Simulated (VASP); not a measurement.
# Zr2N (P4_2/mnm) in VASP: notebook

The runs below take Zr2N through single point, with PBEsol.

All numbers are computed with VASP 6.6.1; they aren't measurements. Logs are shortened: lines on timing, memory, paths and dates and some standing lists are left out, and cuts for length are marked.

## Step 1: The cell of the first run

Symmetry: P4_2/mnm, No. 136, tetragonal system. The conventional cell has a = 5.800 Å, b = 5.800 Å, c = 3.011 Å, α = 90.00°, β = 90.00°, γ = 90.00°. Zr (site symmetry m2m) has 3 N at 2.25 to 2.43 Å within 3.0 Å. N (site symmetry mmm) has 6 Zr at 2.25 to 2.43 Å within 3.0 Å.

## Step 2: Single point, PBEsol (strain +0.080 along x and y, -0.080 along z)

INCAR

```
SYSTEM = Zr2N
PREC = Accurate ; ENCUT = 520
EDIFF = 1E-6 ; ISMEAR = 0
SIGMA = 0.15 ; LREAL = .FALSE.
LASPH = .TRUE. ; NELM = 80
ALGO = Normal ; ISIF = 2
LWAVE = .FALSE. ; LCHARG = .FALSE.
GGA = PS ; NBANDS = 38
```

KPOINTS

```
Automatic mesh
0
G
  10 10 14
  0 0 0
```

POSCAR

```
Zr2N
1.0
    5.7996527512      0.0000000000      0.0000000000
    0.0000000000      5.7996527512      0.0000000000
    0.0000000000      0.0000000000      3.0108131591
Zr N
4 2
Direct
    0.2962523213      0.2962523213      0.0000000000
    0.7037476787      0.7037476787      0.0000000000
    0.7962523213      0.2037476787      0.5000000000
    0.2037476787      0.7962523213      0.5000000000
    0.0000000000      0.0000000000      0.0000000000
    0.5000000000      0.5000000000      0.5000000000
```

Potentials or basis: VASP PAW PBE potentials, release 64 (Zr_sv, N).

Command:

```bash
> cat potpaw_PBE.64/Zr_sv/POTCAR potpaw_PBE.64/N/POTCAR > POTCAR
> mpirun -np 1 vasp_std > vasp.out
```

OUTCAR:

```text
SYSTEM = Zr2N
   PREC = Accurate
   ENCUT = 520
   EDIFF = 1E-6
   ISMEAR = 0
   LREAL = .FALSE.
   LASPH = .TRUE.
   NELM = 80
   ISIF = 2
   GGA = PS

 ion  position               nearest neighbor table
   1  0.296  0.296  0.000-   6 2.25   6 2.25   5 2.43   4 3.31   3 3.31   4 3.31   3 3.31   4 3.31
                             4 3.31   3 3.31   3 3.31   2 3.34
   2  0.704  0.704  0.000-   6 2.25   6 2.25   5 2.43   4 3.31   3 3.31   4 3.31   3 3.31   3 3.31
                             3 3.31   4 3.31   4 3.31   1 3.34
   3  0.796  0.204  0.500-   5 2.25   5 2.25   6 2.43   2 3.31   1 3.31   2 3.31   1 3.31   2 3.31
                             2 3.31   1 3.31   1 3.31   4 3.34
   4  0.204  0.796  0.500-   5 2.25   5 2.25   6 2.43   2 3.31   1 3.31   2 3.31   1 3.31   1 3.31
                             1 3.31   2 3.31   2 3.31   3 3.34
   5  0.000  0.000  0.000-   3 2.25   4 2.25   3 2.25   4 2.25   1 2.43   2 2.43
   6  0.500  0.500  0.500-   1 2.25   2 2.25   1 2.25   2 2.25   3 2.43   4 2.43

  LATTYP: Found a simple tetragonal cell.
 ALAT       =     5.7996527512
 C/A-ratio  =     0.5191367981

  Lattice vectors:

 A1 = (   5.7996527512,   0.0000000000,   0.0000000000)
 A2 = (   0.0000000000,   5.7996527512,   0.0000000000)
 A3 = (   0.0000000000,   0.0000000000,   3.0108131591)

Analysis of symmetry for initial positions (statically):
=====================================================================
 Subroutine PRICEL returns:
 Original cell was already a primitive cell.

 Routine SETGRP: Setting up the symmetry group for a
 simple tetragonal supercell.

 Subroutine GETGRP returns: Found 16 space group operations
 (whereof  8 operations were pure point group operations)
 out of a pool of 16 trial point group operations.

The static configuration has the point symmetry D_2h.
 The point group associated with its full space group is D_4h.

Analysis of symmetry for dynamics (positions and initial velocities):
=====================================================================
 Subroutine PRICEL returns:
 Original cell was already a primitive cell.

 Routine SETGRP: Setting up the symmetry group for a
 simple tetragonal supercell.

 Subroutine GETGRP returns: Found 16 space group operations
 (whereof  8 operations were pure point group operations)
 out of a pool of 16 trial point group operations.

The dynamic configuration has the point symmetry D_2h.
 The point group associated with its full space group is D_4h.

 Subroutine INISYM returns: Found 16 space group operations
 (whereof  8 operations are pure point group operations),
 and found     1 'primitive' translations

----------------------------------------------------------------------------------------

[... 103 lines left out ...]
   NSW    =      0    number of steps for IOM
   IBRION =     -1    ionic relax: 0-MD 1-quasi-New 2-CG
   NFREE  =      0    steps in history (QN), initial steepest desc. (CG)
   ISIF   =      2    stress and relaxation
   ISYM   =      2    0-nonsym 1-usesym 2-fastsym
   POTIM  = 0.5000    time-step for ionic-motion
   TEBEG  =    0.0;   TEEND  =   0.0 temperature during run
   PSTRESS=    0.0 pullay stress
   NELECT =      58.0000    total number of electrons
   NUPDOWN=      -1.0000    fix difference up-down
   EMIN   =  10.00;   EMAX   =-10.00  energy-range for DOS
   EFERMI =   0.00;   METHOD = LEGACY
   ISMEAR =     0;   SIGMA  =   0.15  broadening in eV -4-tet -1-fermi 0-gaus
   EFERMI_NEDOS =   21; number of points for ismear=-14 and -15
   IALGO  =     38    algorithm
   IMIX   =      4    mixing-type and parameters
     AMIX     =   0.40;   BMIX     =  1.00
     AMIX_MAG =   1.60;   BMIX_MAG =  1.00
  volume/ion in A,a.u.               =      16.88       113.90
  Fermi-wavevector in a.u.,A,eV,Ry     =   1.359528  2.569136 25.147880  1.848317
  Thomas-Fermi vector in A             =   2.486268
   LORBIT       =      0    0 simple, 1 ext, 2 COOP (PROOUT), +10 PAW based schemes
   GGA     = PS    functional components
   LHFCALC =     F    Hartree Fock is set to
   AEXX    =    0.0000 exact exchange contribution
   IVDW    =     0    specifies the selected vdW correction
   LEPSILON=     F    determine dielectric tensor
   LRPA    =     F    only Hartree local field effects (RPA)
 non-spin polarized calculation
 Gauss-broadening in eV      SIGMA  =   0.15
  energy-cutoff  :      520.00
  volume of cell :      101.27
 maximum number of plane-waves:      2754
 NGX is ok and might be reduce to    48
   NGX = 21   NGY = 21   NGZ = 11

 number of electron      58.0000000 magnetization

 Free energy of the ion-electron system (eV)
  ---------------------------------------------------
  ext. energy  EPLUGINS =         0.00000000
  ---------------------------------------------------
  free energy    TOTEN  =       -60.29438737 eV

  energy without entropy =      -60.23699008  energy(sigma->0) =      -60.26568872

 E-fermi :   9.0817     XC(G=0): -11.5983

 val. band max:        9.0764782504   @ k =   0.3000   0.3000   0.5000
 cond. band min:       9.0829563568   @ k =   0.1000   0.0000   0.1429
 fundamental gap:      0.0064781063
 Fermi energy:         9.0817084196

 k-point     1 :       0.0000    0.0000    0.0000
  band No.  band energies     occupation
      1     -39.6488      2.00000
      2     -39.5619      2.00000
      3     -39.5619      2.00000
      4     -39.5140      2.00000
      5     -18.3811      2.00000
      6     -17.9577      2.00000
[... 973 lines left out ...]
     37      11.8498      0.00000
     38      12.6395      0.00000

 [... further k-points ...]
[... 5 lines left out ...]
  --------------------------------------------------------------------------------------
  -------------------------------------------------------------------------------------
  Total      -13.4959946    -13.4959946     10.7001918      0.0000000      0.0000000      0.0000000
  in kB     -213.5146552   -213.5146552    169.2833937      0.0000000      0.0000000      0.0000000
  external PRESSURE =     -85.9153056 kB  Pullay stress =       0.0000000 kB

 VOLUME and BASIS-vectors are now :
 -----------------------------------------------------------------------------
  energy-cutoff  :      520.00
  volume of cell :      101.27
      direct lattice vectors                 reciprocal lattice vectors
     5.799652751  0.000000000  0.000000000     0.172424116  0.000000000  0.000000000
     0.000000000  5.799652751  0.000000000     0.000000000  0.172424116  0.000000000
     0.000000000  0.000000000  3.010813159     0.000000000  0.000000000  0.332136186

 POSITION                                       TOTAL-FORCE (eV/Angst)
 -----------------------------------------------------------------------------------
      1.71816      1.71816      0.00000         0.336543      0.336543     -0.000000
      4.08149      4.08149      0.00000        -0.336543     -0.336543      0.000000
      4.61799      1.18167      1.50541         0.336543     -0.336543      0.000000
      1.18167      4.61799      1.50541        -0.336543      0.336543      0.000000
      0.00000      0.00000      0.00000         0.000000     -0.000000      0.000000
      2.89983      2.89983      1.50541         0.000000     -0.000000      0.000000
 -----------------------------------------------------------------------------------
    total drift:                                0.000000      0.000000      0.000000

  FREE ENERGIE OF THE ION-ELECTRON SYSTEM (eV)
  ---------------------------------------------------
  free  energy   TOTEN  =       -60.2943873656 eV

  energy  without entropy=      -60.2369900837  energy(sigma->0) =      -60.26568872
```

Run time: 9.7 min. Hardware: 1 thread of Intel Xeon Platinum 8259CL at 2.50GHz (Skylake/Cascade Lake), shared host; peak memory 0.58 GiB.

What came out:

```
Free energy            : -60.2944 eV
Pressure               : -8.6 GPa
Largest force          : 0.476 eV/Å
Band gap on the k mesh : zero (band 29 reaches 9.81 eV, above the bottom of band 30 at 8.40 eV)
```

Forces on the atoms (eV/Å):
```
Zr   0.337  0.337  0.000
Zr  -0.337 -0.337  0.000
Zr   0.337 -0.337  0.000
Zr  -0.337  0.337  0.000
N    0.000  0.000  0.000
N    0.000  0.000  0.000
```

Stress tensor (GPa, compression positive):
```
-21.35   0.00   0.00
  0.00 -21.35   0.00
  0.00   0.00  16.93
```

Caveat: the cell differs from its parent crystal (strain +0.080 along x and y, -0.080 along z); the PAW data sets were made with another functional, which shifts forces and pressure a little.

## Step 3: Single point, PBEsol (strain +0.000 along x and y, +0.080 along z)

INCAR

```
PREC     = Accurate       # precision mode
ENCUT    = 520            # plane-wave cutoff, eV
EDIFF    = 1E-7           # SCF threshold, eV
ISMEAR   = 0              # smearing method
SIGMA    = 0.15           # smearing width, eV
LREAL    = False          # projectors in reciprocal space
LASPH    = True           # aspherical terms in the spheres
NELM     = 100            # most SCF steps
ALGO     = Normal         # electronic algorithm
ISIF     = 2              # what is computed and relaxed
LWAVE    = False          # write WAVECAR
LCHARG   = False          # write CHGCAR
GGA      = PS             # functional
NBANDS   = 38             # bands
```

KPOINTS

```
regular mesh
0
Gamma
  10 10 14
```

Changes to POSCAR since step 2:

```diff
@@ -2,5 +2,5 @@
 1.0
-    5.7996527512      0.0000000000      0.0000000000
-    0.0000000000      5.7996527512      0.0000000000
-    0.0000000000      0.0000000000      3.0108131591
+    5.3700488437      0.0000000000      0.0000000000
+    0.0000000000      5.3700488437      0.0000000000
+    0.0000000000      0.0000000000      3.5344328389
 Zr N
```

Potentials or basis: VASP PAW PBE potentials, release 64 (Zr_sv, N).

Command:

```bash
> cat potpaw_PBE.64/Zr_sv/POTCAR potpaw_PBE.64/N/POTCAR > POTCAR
> mpirun -np 1 vasp_std > vasp.out
```

Run time: 11 min. Hardware: 1 thread of Intel Xeon Platinum 8259CL at 2.50GHz (Skylake/Cascade Lake), shared host; peak memory 0.55 GiB.

Results (log left out):

```
Free energy            : -61.2471 eV
Pressure               : -12.3 GPa
Largest force          : 0.162 eV/Å
Band gap on the k mesh : zero (band 29 reaches 9.97 eV, above the bottom of band 30 at 8.06 eV)
```

Forces on the atoms (eV/Å):
```
Zr  -0.115 -0.115  0.000
Zr   0.115  0.115  0.000
Zr  -0.115  0.115  0.000
Zr   0.115 -0.115  0.000
N    0.000  0.000  0.000
N    0.000  0.000  0.000
```

Stress tensor (GPa, compression positive):
```
 -7.07   0.00   0.00
  0.00  -7.07   0.00
  0.00   0.00 -22.85
```

Levels at points of the mesh, in eV from the Fermi level:
| k point | band 27 | band 28 | band 29 | band 30 | band 31 | band 32 | band 33 | band 34 |
| --- | --- | --- | --- | --- | --- | --- | --- | --- |
| (0.00, 0.00, 0.00) | 0.14 | 0.36 | 0.89 | 0.90 | 0.90 | 1.07 | 1.07 | 1.36 |
| (0.50, 0.00, 0.00) | -0.85 | -0.85 | 0.89 | 0.89 | 1.32 | 1.32 | 2.01 | 2.01 |
| (0.50, 0.50, 0.00) | -0.93 | -0.93 | 0.77 | 0.77 | 1.02 | 1.02 | 1.39 | 1.39 |
| (0.00, 0.00, 0.50) | -1.11 | -1.11 | -0.96 | -0.96 | 1.98 | 1.98 | 2.73 | 2.73 |
| (0.50, 0.00, 0.50) | -0.99 | -0.99 | -0.78 | -0.78 | 1.45 | 1.45 | 3.21 | 3.21 |
| (0.50, 0.50, 0.50) | -0.63 | -0.63 | -0.53 | -0.53 | 1.15 | 1.15 | 2.62 | 2.62 |

Caveat: the cell differs from its parent crystal (strain +0.000 along x and y, +0.080 along z); the PAW data sets were made with another functional, which shifts forces and pressure a little.
